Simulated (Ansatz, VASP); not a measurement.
One calculation of TiAl, two programs

POSCAR

```
TiAl
1.0
    2.8672622327      0.0000000000      0.0000000000
   -1.4336311163      2.4831219328      0.0000000000
    0.0000000000      0.0000000000      4.6780830000
Ti Al
1 1
Direct
    0.0000000000      0.0000000000      0.0000000000
    0.3333333333      0.6666666667      0.5000000000
```

INCAR.step1

```
SYSTEM = TiAl
ALGO = Normal
EDIFF = 1E-5
ENCUT = 520
GGA = PE
ISIF = 2
ISMEAR = -1
LASPH = .TRUE.
LCHARG = .FALSE.
LREAL = .FALSE.
LWAVE = .TRUE.
NBANDS = 14
NELM = 60
PREC = Accurate
SIGMA = 0.05
```

Contents of INCAR.step2:

```
SYSTEM = TiAl
AEXX = 0.25
ALGO = Normal
EDIFF = 1E-7
ENCUT = 520
GGA = PS
HFSCREEN = 0.207
ISIF = 2
ISMEAR = -1
ISTART = 1
LASPH = .TRUE.
LCHARG = .FALSE.
LHFCALC = .TRUE.
LREAL = .FALSE.
LWAVE = .FALSE.
NBANDS = 14
NELM = 60
PREC = Accurate
PRECFOCK = Normal
SIGMA = 0.05
```

Contents of KPOINTS:

```
k-points
0
G
  6 6 3
  0 0 0
```

Contents of input:

```
crystal:
  lattice:
    - [2.8672622327, 0.0, 0.0]
    - [-1.4336311163, 2.4831219328, 0.0]
    - [0.0, 0.0, 4.678083]
  atoms:
    - { symbol: Ti, position: [0.0, 0.0, 0.0] }
    - { symbol: Al, position: [0.3333333333, 0.6666666667, 0.5] }
hamiltonian:
  xc:
    exchange: hjs_pbesol
    correlation: pbesol
    exx: { coeff: 0.25, omega: 0.207 }
  pseudopotentials: { kind: paw }
kpoints:
  mp_grid: { grid: [6, 6, 3] }
  band_path:
    path:
      - [[0.0, 0.0, 0.0], [0.5, 0.0, 0.0], [0.3333333333, 0.3333333333, 0.0], [0.0, 0.0, 0.0], [0.0, 0.0, 0.5], [0.5, 0.0, 0.5], [0.3333333333, 0.3333333333, 0.5], [0.0, 0.0, 0.5]]
      - [[0.5, 0.0, 0.5], [0.5, 0.0, 0.0]]
      - [[0.3333333333, 0.3333333333, 0.0], [0.3333333333, 0.3333333333, 0.5]]
    npoints: 4
scf:
  occupations: { method: fermi_dirac, width: 0.05 }
  n_extra_bands: 6
output:
  forces: true
  stress: true
  eigenvalues: true
  fatbands: false
```

Alike in both runs: functional PBEsol-based screened hybrid; k mesh 6 × 6 × 3; occupations fermi-dirac, width 0.05 eV; no spin polarisation.

|  | VASP | Ansatz |
| --- | --- | --- |
| version | VASP 6.6.1 | Ansatz 0.2.0 |
| potentials or method | VASP PAW PBE potentials, release 64 (Ti_sv, Al) | Ansatz PAW |
| plane-wave cutoff (eV) | 520 | 420 |
| valence electrons in the cell | 15 | 15 |
| task | single point | band structure |

|  | VASP | Ansatz | Ansatz less VASP |
| --- | --- | --- | --- |
| gap on the k mesh at the Fermi level (eV) | none | none | - |
| pressure (GPa) | -3.4 | -3.2 | +0.17 |
| traceless stress, the component that is largest in VASP (GPa) | -2.10 | -2.10 | -0.001 |

VASP's potentials were made for PBE, not for PBEsol-based screened hybrid. A gap of «none» marks a metal or a gap that the smearing closes.

The k mesh is coarse, so the values compare programs but aren't converged.
